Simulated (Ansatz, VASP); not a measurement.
# One calculation of Li3SiN2, two programs

```
Li Si N
1.0
     3.05970    0.00000    0.00000
     0.00000    3.05970    0.00000
     0.00000    0.00000    7.11455
Li Si N
3 1 2
Cartesian
  0.0000 0.0000 5.7087
  0.0000 0.0000 1.4059
  0.0000 0.0000 3.5573
  1.5298 1.5298 0.0000
  1.5298 1.5298 1.6855
  1.5298 1.5298 5.4290
```

Change from the starting cell: species swapped into the Li3Tl2Cd type (P4/mmm, No. 123).

Alike in both runs: functional PBE; k mesh 12 × 12 × 6; occupations gaussian, width 0.1 eV; no spin polarisation.

Ansatz relaxed the structure, and its values are those at the end. VASP's run is a single point on that final structure, the one shown.

|  | VASP | Ansatz |
| --- | --- | --- |
| version | VASP 6.6.1 | Ansatz 0.2.0 |
| potentials or method | VASP PAW PBE potentials, release 64 (Li_sv, Si, N), cutoff 520 eV | scalar-relativistic, plane waves, PAW |
| valence electrons in the cell | 23 | 23 |

|  | VASP | Ansatz | Ansatz less VASP |
| --- | --- | --- | --- |
| gap on the k mesh at the Fermi level (eV) | none | none | - |
| rms of the force components (eV/Å) | 0.008 | 0.001 | -0.0068 |

A gap of «none» marks a metal or a gap that the smearing closes.

Noted on VASP's run: the cutoff is short for stress, so the pressure is rough.
